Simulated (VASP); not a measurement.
# Ta (Im-3m) in VASP: a series of runs

Ta is run at these levels: LDA; tasks: single point.

Program: VASP 6.6.1. These are calculated values, not measurements. Logs are shortened: lines on timing, memory, paths and dates and some standing lists are left out, and cuts for length are marked.

### 1 The cell of the first run

Symmetry: Im-3m, No. 229, cubic system. Conventional cell: a = 2.818 Å, b = 2.818 Å, c = 2.818 Å, α = 90.00°, β = 90.00°, γ = 90.00°. Within 3.2 Å of Ta (site symmetry m-3m) lie 14 Ta at 2.44 to 2.82 Å.

### 2 Single point, LDA (volume scaled by 0.65)

Contents of INCAR:

```
PREC = Accurate
ENCUT = 520
EDIFF = 1E-6
ISMEAR = -1
SIGMA = 0.05
LREAL = False
LASPH = True
NELM = 100
ALGO = Normal
ISIF = 2
LWAVE = False
LCHARG = False
NBANDS = 12
```

Contents of KPOINTS:

```
regular mesh
0
Gamma
  16 16 16
```

Contents of POSCAR:

```
Ta
1.0
   -1.4089554138      1.4089554138      1.4089554138
    1.4089554138     -1.4089554138      1.4089554138
    1.4089554138      1.4089554138     -1.4089554138
Ta
1
Direct
    0.0000000000      0.0000000000      0.0000000000
```

Potentials or basis: VASP PAW LDA potentials, release 64 (Ta_pv).

Run with:

```sh
$ cat potpaw_LDA.64/Ta_pv/POTCAR > POTCAR
$ mpirun -np 1 vasp_std > vasp.out
```

OUTCAR:

```text
PREC = Accurate
   ENCUT = 520
   EDIFF = 1E-6
   ISMEAR = -1
   LREAL = False
   LASPH = True
   NELM = 100
   ISIF = 2

 ion  position               nearest neighbor table
   1  0.000  0.000  0.000-

  LATTYP: Found a body centered cubic cell.
 ALAT       =     2.8179108276

  Lattice vectors:

 A1 = (  -1.4089554138,   1.4089554138,   1.4089554138)
 A2 = (   1.4089554138,  -1.4089554138,   1.4089554138)
 A3 = (   1.4089554138,   1.4089554138,  -1.4089554138)

Analysis of symmetry for initial positions (statically):
=====================================================================
 Subroutine PRICEL returns:
 Original cell was already a primitive cell.

 Routine SETGRP: Setting up the symmetry group for a
 body centered cubic supercell.

 Subroutine GETGRP returns: Found 48 space group operations
 (whereof 48 operations were pure point group operations)
 out of a pool of 48 trial point group operations.

The static configuration has the point symmetry O_h .

Analysis of symmetry for dynamics (positions and initial velocities):
=====================================================================
 Subroutine PRICEL returns:
 Original cell was already a primitive cell.

 Routine SETGRP: Setting up the symmetry group for a
 body centered cubic supercell.

 Subroutine GETGRP returns: Found 48 space group operations
 (whereof 48 operations were pure point group operations)
 out of a pool of 48 trial point group operations.

The dynamic configuration has the point symmetry O_h .

 Subroutine INISYM returns: Found 48 space group operations
 (whereof 48 operations are pure point group operations),
 and found     1 'primitive' translations

----------------------------------------------------------------------------------------

                                     Primitive cell

  volume of cell :      11.1880

  direct lattice vectors                    reciprocal lattice vectors
    -1.408955414  1.408955414  1.408955414     0.000000000  0.354872834  0.354872834
     1.408955414 -1.408955414  1.408955414     0.354872834  0.000000000  0.354872834
     1.408955414  1.408955414 -1.408955414     0.354872834  0.354872834  0.000000000

  length of vectors
     2.440382362  2.440382362  2.440382362     0.501865974  0.501865974  0.501865974

  position of ions in fractional coordinates (direct lattice)
     0.000000000  0.000000000  0.000000000

  ion indices of the primitive-cell ions
   primitive index   ion index
                 1           1

----------------------------------------------------------------------------------------

 KPOINTS: regular mesh

Automatic generation of k-mesh.
 Grid dimensions read from file:
 generate k-points for:   16   16   16

 Generating k-lattice:

  Cartesian coordinates                     Fractional coordinates (reciprocal lattice)
     0.000000000  0.022179552  0.022179552     0.062500000  0.000000000  0.000000000
     0.022179552  0.000000000  0.022179552     0.000000000  0.062500000  0.000000000
     0.022179552  0.022179552  0.000000000     0.000000000  0.000000000  0.062500000

  Length of vectors
     0.031366623  0.031366623  0.031366623

  Shift w.r.t. Gamma in fractional coordinates (k-lattice)
     0.000000000  0.000000000  0.000000000

 Subroutine IBZKPT returns following result:
 ===========================================

 Found    145 irreducible k-points:

 Following reciprocal coordinates:
            Coordinates               Weight
  0.000000  0.000000  0.000000      1.000000
  0.062500  0.000000  0.000000     12.000000
  0.125000  0.000000  0.000000     12.000000
  0.187500  0.000000  0.000000     12.000000
  0.250000  0.000000  0.000000     12.000000
  0.312500  0.000000  0.000000     12.000000
[... 16 lines left out ...]
  0.187500  0.187500  0.000000     24.000000
  0.250000  0.187500  0.000000     48.000000
 [... further k-points ...]
   k-points           NKPTS =    145   k-points in BZ     NKDIM =    145   number of bands    NBANDS=     12
   number of dos      NEDOS =    301   number of ions     NIONS =      1
   total plane-waves  NPLWV =   5832
   dimension x,y,z NGX =    18 NGY =   18 NGZ =   18
   dimension x,y,z NGXF=    36 NGYF=   36 NGZF=   36
   ions per type =               1
   NGX,Y,Z   is equivalent  to a cutoff of  12.26, 12.26, 12.26 a.u.
   NGXF,Y,Z  is equivalent  to a cutoff of  24.52, 24.52, 24.52 a.u.
 SYSTEM =  unknown system
   PREC   = accura    normal or accurate (medium, high low for compatibility)
   ISTART =      0    job   : 0-new  1-cont  2-samecut
   ICHARG =      2    charge: 1-file 2-atom 10-const
   ISPIN  =      1    spin polarized calculation?
   LNONCOLLINEAR =      F non collinear calculations
   LSORBIT =      F    spin-orbit coupling
   LASPH  =      T    aspherical Exc in radial PAW
   ENCUT  =  520.0 eV  38.22 Ry    6.18 a.u.   4.54  4.54  4.54*2*pi/ulx,y,z
   NELM   =    100;   NELMIN=  2; NELMDL= -5     # of ELM steps
   EDIFF  = 0.1E-05   stopping-criterion for ELM
   LREAL  =      F    real-space projection
   EDIFFG = 0.1E-04   stopping-criterion for IOM
   NSW    =      0    number of steps for IOM
   IBRION =     -1    ionic relax: 0-MD 1-quasi-New 2-CG
   NFREE  =      0    steps in history (QN), initial steepest desc. (CG)
   ISIF   =      2    stress and relaxation
   ISYM   =      2    0-nonsym 1-usesym 2-fastsym
   POTIM  = 0.5000    time-step for ionic-motion
   TEBEG  =    0.0;   TEEND  =   0.0 temperature during run
   PSTRESS=    0.0 pullay stress
   NELECT =      11.0000    total number of electrons
   NUPDOWN=      -1.0000    fix difference up-down
   EMIN   =  10.00;   EMAX   =-10.00  energy-range for DOS
   EFERMI =   0.00;   METHOD = LEGACY
   ISMEAR =    -1;   SIGMA  =   0.05  broadening in eV -4-tet -1-fermi 0-gaus
   EFERMI_NEDOS =   21; number of points for ismear=-14 and -15
   IALGO  =     38    algorithm
   IMIX   =      4    mixing-type and parameters
     AMIX     =   0.40;   BMIX     =  1.00
     AMIX_MAG =   1.60;   BMIX_MAG =  1.00
  volume/ion in A,a.u.               =      11.19        75.50
  Fermi-wavevector in a.u.,A,eV,Ry     =   1.627878  3.076243 36.055252  2.649986
  Thomas-Fermi vector in A             =   2.720601
   LORBIT       =      0    0 simple, 1 ext, 2 COOP (PROOUT), +10 PAW based schemes
   GGA     = CA    functional components
   LHFCALC =     F    Hartree Fock is set to
   AEXX    =    0.0000 exact exchange contribution
   IVDW    =     0    specifies the selected vdW correction
   LEPSILON=     F    determine dielectric tensor
   LRPA    =     F    only Hartree local field effects (RPA)
 non-spin polarized calculation
  energy-cutoff  :      520.00
  volume of cell :       11.19
 maximum number of plane-waves:       321
   NGX =  9   NGY =  9   NGZ =  9

 number of electron      11.0000004 magnetization

 Free energy of the ion-electron system (eV)
  ---------------------------------------------------
  ext. energy  EPLUGINS =         0.00000000
  ---------------------------------------------------
  free energy    TOTEN  =        -9.94907961 eV

  energy without entropy =       -9.94203200  energy(sigma->0) =       -9.94555581

 E-fermi :  10.4004     XC(G=0): -15.4041

 val. band max:       10.3958612268   @ k =  -0.2500   0.3750   0.1250
 cond. band min:      10.4029797074   @ k =   0.2500   0.1875   0.1875
 fundamental gap:      0.0071184806
 Fermi energy:        10.4003587232

 k-point     1 :       0.0000    0.0000    0.0000
  band No.  band energies     occupation
      1     -20.8228      2.00000
      2     -20.8228      2.00000
      3     -20.8228      2.00000
      4       1.1449      2.00000
      5      10.3922      1.08108
      6      10.3922      1.08108
      7      10.3922      1.08108
      8      15.6225      0.00000
      9      15.6225      0.00000
     10      25.1210      0.00000
     11      27.4896      0.00000
     12      27.4896      0.00000

 k-point     2 :       0.0625    0.0000    0.0000
  band No.  band energies     occupation
      1     -21.0553      2.00000
      2     -20.8851      2.00000
      3     -20.8268      2.00000
      4       1.4916      2.00000
      5      10.1707      1.97998
      6      10.3433      1.51607
      7      10.7169      0.00355
      8      15.2108      0.00000
      9      15.6066      0.00000
     10      25.1208      0.00000
     11      27.8129      0.00000
     12      27.9997      0.00000

 k-point     3 :       0.1250    0.0000    0.0000
  band No.  band energies     occupation
      1     -21.6856      2.00000
      2     -21.0591      2.00000
      3     -20.8382      2.00000
      4       2.4080      2.00000
      5       9.5881      2.00000
      6      10.1292      1.99122
      7      11.6727      0.00000
      8      14.5540      0.00000
      9      15.5964      0.00000
     10      25.1203      0.00000
     11      28.6703      0.00000
     12      29.4459      0.00000
[... 286 lines left out ...]
 k-point    23 :       0.1875    0.1875    0.0000
  band No.  band energies     occupation
      1     -24.2313      2.00000
      2     -22.0634      2.00000
      3     -21.2193      2.00000
      4       5.4361      2.00000
      5       7.7775      2.00000
      6       9.2289      2.00000
      7      14.1423      0.00000
      8      17.5961      0.00000
      9      19.1984      0.00000
     10      25.1141      0.00000
     11      29.9764      0.00000
     12      32.4184      0.00000

 k-point    24 :       0.2500    0.1875    0.0000
  band No.  band energies     occupation
      1     -24.6778      2.00000
      2     -22.4772      2.00000
      3     -21.2910      2.00000
      4       5.3235      2.00000
      5       7.4953      2.00000
      6      10.1820      1.97496
      7      14.7379      0.00000
      8      17.8987      0.00000
      9      21.7939      0.00000
     10      25.1101      0.00000
     11      29.0347      0.00000
     12      33.0299      0.00000

 [... further k-points ...]
[... 5 lines left out ...]
  --------------------------------------------------------------------------------------
  -------------------------------------------------------------------------------------
  Total       14.9854997     14.9854997     14.9854997     -0.0000000     -0.0000000      0.0000000
  in kB     2146.0017477   2146.0017477   2146.0017477     -0.0000000     -0.0000000      0.0000000
  external PRESSURE =    2146.0017477 kB  Pullay stress =       0.0000000 kB

 VOLUME and BASIS-vectors are now :
 -----------------------------------------------------------------------------
  energy-cutoff  :      520.00
  volume of cell :       11.19
      direct lattice vectors                 reciprocal lattice vectors
    -1.408955414  1.408955414  1.408955414     0.000000000  0.354872834  0.354872834
     1.408955414 -1.408955414  1.408955414     0.354872834  0.000000000  0.354872834
     1.408955414  1.408955414 -1.408955414     0.354872834  0.354872834  0.000000000

 POSITION                                       TOTAL-FORCE (eV/Angst)
 -----------------------------------------------------------------------------------
      0.00000      0.00000      0.00000        -0.000000      0.000000     -0.000000
 -----------------------------------------------------------------------------------
    total drift:                                0.000000      0.000000      0.000000

  FREE ENERGIE OF THE ION-ELECTRON SYSTEM (eV)
  ---------------------------------------------------
  free  energy   TOTEN  =        -9.9490796135 eV

  energy  without entropy=       -9.9420320021  energy(sigma->0) =       -9.94555581
```

Wall time 5.2 s (1 thread of Intel Xeon 6975P-C (Granite Rapids), shared host); peak memory 0.13 GiB.

Results:

```
Free energy : -9.9491 eV
Pressure    : 214.6 GPa
```

Levels at points of the mesh, in eV from the Fermi level:
| k point | band 3 | band 4 | band 5 | band 6 | band 7 | band 8 |
| --- | --- | --- | --- | --- | --- | --- |
| (0.00, 0.00, 0.00) | -31.22 | -9.26 | -0.01 | -0.01 | -0.01 | 5.22 |
| (0.50, 0.00, 0.00) | -31.33 | -7.42 | -4.05 | 5.56 | 5.80 | 7.41 |
| (0.50, 0.50, 0.50) | -34.39 | -8.09 | -8.09 | 11.19 | 11.19 | 11.19 |

Caveat: spin-orbit coupling is left out, which moves the levels of the heavy elements.

### 3 Single point, LDA (volume scaled by 0.65)

Contents of INCAR:

```
SYSTEM = Ta
PREC     = Accurate       ! precision mode
ENCUT    = 520            ! plane-wave cutoff, eV
EDIFF    = 1E-6           ! SCF threshold, eV
ISMEAR   = -1             ! smearing method
SIGMA    = 0.05           ! smearing width, eV
LREAL    = .False.        ! projectors in reciprocal space
LASPH    = .True.         ! aspherical terms in the spheres
NELM     = 80             ! most SCF steps
ALGO     = Normal         ! electronic algorithm
ISIF     = 2              ! what is computed and relaxed
LWAVE    = .False.        ! write WAVECAR
LCHARG   = .False.        ! write CHGCAR
GGA      = CA             ! functional
NBANDS   = 12             ! bands
```

Contents of KPOINTS:

```
Automatic mesh
0
Gamma
  16 16 16
  0 0 0
```

POSCAR is that of step 2.

Potentials or basis: VASP PAW LDA potentials, release 64 (Ta_pv).

Run with:

```sh
$ cat potpaw_LDA.64/Ta_pv/POTCAR > POTCAR
$ mpirun -np 1 vasp_std > vasp.out
```

Wall time 5.3 s (1 thread of Intel Xeon 6975P-C (Granite Rapids), shared host); peak memory 0.12 GiB.

It converged, with:

```yaml
Free_energy: -9.9491 eV
Pressure: 214.6 GPa
```

Levels at points of the mesh, in eV from the Fermi level:
```
           k point  band 1  band 2  band 3  band 4  band 5  band 6  band 7  band 8  band 9  band 10
(0.00, 0.00, 0.00)  -31.22  -31.22  -31.22   -9.26   -0.01   -0.01   -0.01    5.22    5.22    14.72
(0.50, 0.00, 0.00)  -36.02  -32.68  -31.33   -7.42   -4.05    5.56    5.80    7.41   13.29    14.14
(0.50, 0.50, 0.50)  -34.39  -34.39  -34.39   -8.09   -8.09   11.19   11.19   11.19   14.54    14.54
```

Caveat: spin-orbit coupling is left out, which moves the levels of the heavy elements.

(Continued in part 2 of 2.)
